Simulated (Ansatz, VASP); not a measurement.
Ti in VASP and in Ansatz

```xyz
2
Lattice="0.0000 2.9116 2.9116 2.9116 0.0000 2.9116 2.9116 2.9116 0.0000" Properties=species:S:1:pos:R:3 pbc="T T T"
Ti    0.7279    0.7279    0.7279
Ti    5.0953    5.0953    5.0953
```

Alike in both runs: functional RPBE; k mesh 10 × 10 × 10; occupations fermi-dirac, width 0.1 eV; no spin polarisation.

Ansatz relaxed the structure, and its values are those at the end. VASP's run is a single point on that final structure, the one shown.

```csv
,VASP,Ansatz
version,VASP 6.6.1,Ansatz 0.2.0
potentials or method,"VASP PAW PBE potentials, release 64 (Ti_sv), cutoff 520 eV","plane waves (420 eV) with PAW, scalar-relativistic"
valence electrons in the cell,24,24
```

VASP gave:

- pressure (GPa): 0.1

Task: What did Ansatz give for the same quantities?

Result: Pressure (GPa): 0.0.

VASP's potentials were made for PBE, not for RPBE. The functional is the same, so the differences come from potentials, cutoffs and numerics.
